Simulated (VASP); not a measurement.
Runs of VASP 6.6.1 on BP (pbe). The structure is that of space group F-43m (No. 216), or close to it. The cells are those of the table. 

```tsv
task	cell	smearing	gap on the mesh (eV)	pressure (GPa)
relaxation of cell and atoms	relaxed from a = 3.209 Å, angles 60.0°, 2 atoms	gaussian 0.02 eV	1.25	0.0
single point	a = 3.216 Å, angles 60.0°, 2 atoms	gaussian 0.02 eV	1.25	-0.2
single point	a = 3.248 Å, angles 60.0°, 2 atoms	gaussian 0.02 eV	1.29	-4.7
single point	a = 3.237 Å, angles 60.0°, 2 atoms	gaussian 0.01 eV	1.28	(b)
single point	a = 3.279 Å, angles 60.0°, 2 atoms	gaussian 0.02 eV	(a)	-8.6
```

Alike in all rows: level PBE; potentials or basis VASP PAW PBE potentials, release 64 (B, P); no spin polarisation; k mesh 10 × 10 × 10; cutoff (eV) 500.

**Question.** Estimate the missing entries.

**Answer.** (a) 1.33; (b) -3.3.

A k mesh can miss the band edges.
